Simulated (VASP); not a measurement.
# SnO2 (Fm-3m) in VASP: notebook

Aim: see how the results for SnO2 move with the level of theory and the settings. Levels: LDA, r2SCAN. Tasks: single point.

Program: VASP 6.6.1. These are calculated values, not measurements. Logs are shortened: lines on timing, memory, paths and dates and some standing lists are left out, and cuts for length are marked.

**1. The cell of the first run**

The structure is cubic, space group Fm-3m (No. 225). Conventional cell: a = 5.249 Å, b = 5.249 Å, c = 5.249 Å, α = 90.00°, β = 90.00°, γ = 90.00°. Sn (site symmetry m-3m) has 8 O at 2.27 Å within 3.0 Å. O (site symmetry -43m) has 4 Sn at 2.27 Å and 6 O at 2.62 Å within 3.0 Å.

**2. Single point, LDA**

INCAR

```
PREC = Accurate ; ENCUT = 520
EDIFF = 1E-6 ; ISMEAR = -1
SIGMA = 0.05 ; LREAL = F
LASPH = T ; NELM = 80
ALGO = Normal ; ISIF = 2
LWAVE = F ; LCHARG = F
GGA = CA ; NBANDS = 20
```

KPOINTS

```
regular mesh
0
Gamma
  9 9 9
```

POSCAR

```
SnO2
1.0
    0.0000000000      2.6246363468      2.6246363468
    2.6246363468      0.0000000000      2.6246363468
    2.6246363468      2.6246363468      0.0000000000
Sn O
1 2
Direct
    0.0000000000      0.0000000000      0.0000000000
    0.7500000000      0.7500000000      0.7500000000
    0.2500000000      0.2500000000      0.2500000000
```

Potentials or basis: VASP PAW LDA potentials, release 64 (Sn_d, O).

Run with:

```console
> cat potpaw_LDA.64/Sn_d/POTCAR potpaw_LDA.64/O/POTCAR > POTCAR
> mpirun -np 1 vasp_std > vasp.out
```

OUTCAR:

```text
PREC = Accurate
   ENCUT = 520
   EDIFF = 1E-6
   ISMEAR = -1
   LREAL = F
   LASPH = T
   NELM = 80
   ISIF = 2
   GGA = CA

 ion  position               nearest neighbor table
   1  0.000  0.000  0.000-   2 2.27   2 2.27   2 2.27   2 2.27   3 2.27   3 2.27   3 2.27   3 2.27

   2  0.750  0.750  0.750-   1 2.27   1 2.27   1 2.27   1 2.27
   3  0.250  0.250  0.250-   1 2.27   1 2.27   1 2.27   1 2.27

  LATTYP: Found a face centered cubic cell.
 ALAT       =     5.2492726936

  Lattice vectors:

 A1 = (   0.0000000000,   2.6246363468,   2.6246363468)
 A2 = (   2.6246363468,   0.0000000000,   2.6246363468)
 A3 = (   2.6246363468,   2.6246363468,   0.0000000000)

Analysis of symmetry for initial positions (statically):
=====================================================================
 Subroutine PRICEL returns:
 Original cell was already a primitive cell.

 Routine SETGRP: Setting up the symmetry group for a
 face centered cubic supercell.

 Subroutine GETGRP returns: Found 48 space group operations
 (whereof 48 operations were pure point group operations)
 out of a pool of 48 trial point group operations.

The static configuration has the point symmetry O_h .

Analysis of symmetry for dynamics (positions and initial velocities):
=====================================================================
 Subroutine PRICEL returns:
 Original cell was already a primitive cell.

 Routine SETGRP: Setting up the symmetry group for a
 face centered cubic supercell.

 Subroutine GETGRP returns: Found 48 space group operations
 (whereof 48 operations were pure point group operations)
 out of a pool of 48 trial point group operations.

The dynamic configuration has the point symmetry O_h .

 Subroutine INISYM returns: Found 48 space group operations
 (whereof 48 operations are pure point group operations),
 and found     1 'primitive' translations

----------------------------------------------------------------------------------------

                                     Primitive cell

  volume of cell :      36.1607

  direct lattice vectors                    reciprocal lattice vectors
     0.000000000  2.624636347  2.624636347    -0.190502582  0.190502582  0.190502582
     2.624636347  0.000000000  2.624636347     0.190502582 -0.190502582  0.190502582
     2.624636347  2.624636347  0.000000000     0.190502582  0.190502582 -0.190502582

  length of vectors
     3.711796318  3.711796318  3.711796318     0.329960150  0.329960150  0.329960150
[... 81 lines left out ...]
   ENCUT  =  520.0 eV  38.22 Ry    6.18 a.u.   6.90  6.90  6.90*2*pi/ulx,y,z
   NELM   =     80;   NELMIN=  2; NELMDL= -5     # of ELM steps
   EDIFF  = 0.1E-05   stopping-criterion for ELM
   LREAL  =      F    real-space projection
   EDIFFG = 0.1E-04   stopping-criterion for IOM
   NSW    =      0    number of steps for IOM
   IBRION =     -1    ionic relax: 0-MD 1-quasi-New 2-CG
   NFREE  =      0    steps in history (QN), initial steepest desc. (CG)
   ISIF   =      2    stress and relaxation
   ISYM   =      2    0-nonsym 1-usesym 2-fastsym
   POTIM  = 0.5000    time-step for ionic-motion
   TEBEG  =    0.0;   TEEND  =   0.0 temperature during run
   PSTRESS=    0.0 pullay stress
   NELECT =      26.0000    total number of electrons
   NUPDOWN=      -1.0000    fix difference up-down
   EMIN   =  10.00;   EMAX   =-10.00  energy-range for DOS
   EFERMI =   0.00;   METHOD = LEGACY
   ISMEAR =    -1;   SIGMA  =   0.05  broadening in eV -4-tet -1-fermi 0-gaus
   EFERMI_NEDOS =   21; number of points for ismear=-14 and -15
   IALGO  =     38    algorithm
   IMIX   =      4    mixing-type and parameters
     AMIX     =   0.40;   BMIX     =  1.00
     AMIX_MAG =   1.60;   BMIX_MAG =  1.00
  volume/ion in A,a.u.               =      12.05        81.34
  Fermi-wavevector in a.u.,A,eV,Ry     =   1.466629  2.771526 29.266123  2.150999
  Thomas-Fermi vector in A             =   2.582343
   LORBIT       =      0    0 simple, 1 ext, 2 COOP (PROOUT), +10 PAW based schemes
   GGA     = CA    functional components
   LHFCALC =     F    Hartree Fock is set to
   AEXX    =    0.0000 exact exchange contribution
   IVDW    =     0    specifies the selected vdW correction
   LEPSILON=     F    determine dielectric tensor
   LRPA    =     F    only Hartree local field effects (RPA)
 non-spin polarized calculation
  energy-cutoff  :      520.00
  volume of cell :       36.16
 maximum number of plane-waves:       984
   NGX = 13   NGY = 13   NGZ = 13

 number of electron      26.0000016 magnetization

 Free energy of the ion-electron system (eV)
  ---------------------------------------------------
  ext. energy  EPLUGINS =         0.00000000
  ---------------------------------------------------
  free energy    TOTEN  =       -20.23711768 eV

  energy without entropy =      -20.23632497  energy(sigma->0) =      -20.23672132

 E-fermi :   6.3877     XC(G=0): -11.8733

 val. band max:        6.1785880981   @ k =  -0.4444   0.4444   0.0000
 cond. band min:       6.8737907458   @ k =   0.1111   0.0000   0.0000
 fundamental gap:      0.6952026477
 Fermi energy:         6.3877242019

 k-point     1 :       0.0000    0.0000    0.0000
  band No.  band energies     occupation
      1     -14.1948      2.00000
      2     -14.1948      2.00000
      3     -14.1948      2.00000
      4     -14.0924      2.00000
      5     -14.0924      2.00000
      6     -12.3493      2.00000
[... 541 lines left out ...]
     19      22.9142      0.00000
     20      23.0107      0.00000

 [... further k-points ...]

------------------------ aborting loop because EDIFF is reached ----------------------------------------

  FORCE on cell =-STRESS in cart. coord.  units (eV):
  Direction    XX          YY          ZZ          XY          YZ          ZX
  --------------------------------------------------------------------------------------
  -------------------------------------------------------------------------------------
  Total       -4.4878355     -4.4878355     -4.4878355      0.0000000      0.0000000      0.0000000
  in kB     -198.8429059   -198.8429059   -198.8429059      0.0000000      0.0000000      0.0000000
  external PRESSURE =    -198.8429059 kB  Pullay stress =       0.0000000 kB

 VOLUME and BASIS-vectors are now :
 -----------------------------------------------------------------------------
  energy-cutoff  :      520.00
  volume of cell :       36.16
      direct lattice vectors                 reciprocal lattice vectors
     0.000000000  2.624636347  2.624636347    -0.190502582  0.190502582  0.190502582
     2.624636347  0.000000000  2.624636347     0.190502582 -0.190502582  0.190502582
     2.624636347  2.624636347  0.000000000     0.190502582  0.190502582 -0.190502582

 POSITION                                       TOTAL-FORCE (eV/Angst)
 -----------------------------------------------------------------------------------
      0.00000      0.00000      0.00000         0.000000     -0.000000      0.000000
      3.93695      3.93695      3.93695        -0.000000     -0.000000     -0.000000
      1.31232      1.31232      1.31232         0.000000      0.000000      0.000000
 -----------------------------------------------------------------------------------
    total drift:                               -0.000000     -0.000000      0.000000

  FREE ENERGIE OF THE ION-ELECTRON SYSTEM (eV)
  ---------------------------------------------------
  free  energy   TOTEN  =       -20.2371176755 eV

  energy  without entropy=      -20.2363249712  energy(sigma->0) =      -20.23672132
```

stdout:

```text
POSCAR found type information on POSCAR SnO
 POSCAR found :  2 types and       3 ions
 scaLAPACK will be used
 LDA part: xc-table for (Slater(with rela. corr.)+CA(PZ))
 , standard interpolation
 POSCAR, INCAR and KPOINTS ok, starting setup
 FFT: planning ... GRIDC
 FFT: planning ... GRID_SOFT
 FFT: planning ... GRID
 WAVECAR not read
 entering main loop
```

Run time: 18 s. Hardware: 1 thread of Intel Xeon 6975P-C, shared host; peak memory 0.15 GiB.

Results:

- Free energy: -20.2371 eV
- Pressure: -19.9 GPa
- Band gap on the k mesh: zero (band 13 reaches 6.18 eV, above the bottom of band 14 at 5.46 eV)

Caveat: spin-orbit coupling is left out, which moves the levels of the heavy elements.

**3. Single point, r2SCAN**

This run uses another cell than the first one, of 10.69 Å³/atom, 0.887 times its volume.

POSCAR

```
SnO2
1.0
    0.0000000000      2.5216015818      2.5216015818
    2.5216015818      0.0000000000      2.5216015818
    2.5216015818      2.5216015818      0.0000000000
Sn O
1 2
Direct
    0.0000000000      0.0000000000      0.0000000000
    0.7500000000      0.7500000000      0.7500000000
    0.2500000000      0.2500000000      0.2500000000
```

INCAR.step1

```
SYSTEM = SnO2
ALGO = Normal
EDIFF = 1E-4
ENCUT = 520
GGA = PE
ISMEAR = -1
LASPH = .TRUE.
LCHARG = .FALSE.
LREAL = .FALSE.
LWAVE = .TRUE.
NBANDS = 20
NELM = 60
PREC = Accurate
SIGMA = 0.05
```

INCAR.step2

```
SYSTEM = SnO2
ALGO = Normal
EDIFF = 1E-6
ENCUT = 520
ISIF = 2
ISMEAR = -1
ISTART = 1
LASPH = .TRUE.
LCHARG = .TRUE.
LELF = .TRUE.
LMIXTAU = .TRUE.
LREAL = .FALSE.
LVHAR = .TRUE.
LWAVE = .FALSE.
METAGGA = R2SCAN
NBANDS = 20
NELM = 60
PREC = Accurate
SIGMA = 0.05
```

KPOINTS

```
k-points
0
G
  9 9 9
  0 0 0
```

Potentials or basis: VASP PAW PBE potentials, release 64 (Sn_d, O).

Run with:

```console
> cat potpaw_PBE.64/Sn_d/POTCAR potpaw_PBE.64/O/POTCAR > POTCAR
> cp INCAR.step1 INCAR
> mpirun -np 1 vasp_std > vasp.out
> cp INCAR.step2 INCAR
> mpirun -np 1 vasp_std > vasp.out
```

Run time: 77 s. Hardware: 1 thread of Intel Xeon 6975P-C, shared host; peak memory 0.18 GiB.

The run converged. Its results:

```yaml
Free_energy: -41.4718 eV
Pressure: 4.8 GPa
Band_gap_on_the_k_mesh: 1.10 eV, indirect (least direct gap 2.48 eV)
```

Levels at points of the mesh, in eV from the valence-band top:
```csv
k point,band 9,band 10,band 11,band 12,band 13,band 14,band 15,band 16,band 17,band 18
"(0.00, 0.00, 0.00)",-2.99,-2.99,-1.37,-1.37,-1.37,1.10,8.03,8.03,8.03,14.10
```

Caveat: the PAW data sets were made with another functional, which shifts forces and pressure a little; spin-orbit coupling is left out, which moves the levels of the heavy elements.

**4. Single point, r2SCAN**

This run uses another cell than the first one, of 10.92 Å³/atom, 0.906 times its volume.

POSCAR

```
SnO2
1.0
    0.0000000000      2.5393599245      2.5393599245
    2.5393599245      0.0000000000      2.5393599245
    2.5393599245      2.5393599245      0.0000000000
Sn O
1 2
Direct
    0.0000000000      0.0000000000      0.0000000000
    0.7500000000      0.7500000000      0.7500000000
    0.2500000000      0.2500000000      0.2500000000
```

INCAR.step1

```
SYSTEM = SnO2
PREC     = Accurate       ! precision mode
ENCUT    = 520            ! plane-wave cutoff, eV
ISMEAR   = -1             ! smearing method
SIGMA    = 0.05           ! smearing width, eV
LREAL    = .False.        ! projectors in reciprocal space
LASPH    = .True.         ! aspherical terms in the spheres
NELM     = 80             ! most SCF steps
NBANDS   = 20             ! bands
GGA      = PE             ! functional
ALGO     = Normal         ! electronic algorithm
EDIFF    = 1E-4           ! SCF threshold, eV
LWAVE    = .True.         ! write WAVECAR
LCHARG   = .False.        ! write CHGCAR
```

INCAR.step2

```
SYSTEM = SnO2
PREC     = Accurate       ! precision mode
ENCUT    = 520            ! plane-wave cutoff, eV
EDIFF    = 1E-6           ! SCF threshold, eV
ISMEAR   = -1             ! smearing method
SIGMA    = 0.05           ! smearing width, eV
LREAL    = .False.        ! projectors in reciprocal space
LASPH    = .True.         ! aspherical terms in the spheres
NELM     = 80             ! most SCF steps
ALGO     = Normal         ! electronic algorithm
ISIF     = 2              ! what is computed and relaxed
LWAVE    = .False.        ! write WAVECAR
LCHARG   = .False.        ! write CHGCAR
METAGGA  = R2SCAN         ! meta-GGA
LMIXTAU  = .True.       
NBANDS   = 20             ! bands
ISTART   = 1
```

KPOINTS

```
Automatic mesh
0
Gamma
  9 9 9
  0 0 0
```

Run with:

```console
> cat potpaw_PBE.64/Sn_d/POTCAR potpaw_PBE.64/O/POTCAR > POTCAR
> cp INCAR.step1 INCAR
> mpirun -np 1 vasp_std > vasp.out
> cp INCAR.step2 INCAR
> mpirun -np 1 vasp_std > vasp.out
```

It took 75 s on 1 thread of Intel Xeon 6975P-C, shared host; peak memory 0.17 GiB.

Results (log left out):

```yaml
Free_energy: -41.4828 eV
Pressure: -0.2 GPa
Band_gap_on_the_k_mesh: 0.87 eV, indirect (least direct gap 2.21 eV)
```

Levels at points of the mesh, in eV from the valence-band top:
```tsv
k point	band 9	band 10	band 11	band 12	band 13	band 14	band 15	band 16	band 17	band 18
(0.00, 0.00, 0.00)	-2.92	-2.92	-1.33	-1.33	-1.33	0.87	7.95	7.95	7.95	13.94
```

Caveat: the PAW data sets were made with another functional, which shifts forces and pressure a little; spin-orbit coupling is left out, which moves the levels of the heavy elements.

**5. Summary**

```tsv
level	potentials or basis	cell	gap on the mesh (eV)	pressure (GPa)
LDA	VASP PAW LDA potentials, release 64 (Sn_d, O)	a = 3.712 Å, angles 60.0°, 3 atoms	none	-19.9
r2SCAN	VASP PAW PBE potentials, release 64 (Sn_d, O)	a = 3.566 Å, angles 60.0°, 3 atoms	1.10	4.8
r2SCAN	VASP PAW PBE potentials, release 64 (Sn_d, O)	a = 3.591 Å, angles 60.0°, 3 atoms	0.87	-0.2
```

Alike in all rows: task single point; no spin polarisation; k mesh 9 × 9 × 9; cutoff (eV) 520; smearing fermi-dirac 0.05 eV.

Caveats: spin-orbit coupling is left out, which moves the levels of the heavy elements; the PAW data sets were made with another functional, which shifts forces and pressure a little (some runs).

Absolute energies hang on the potentials; compare differences alone.
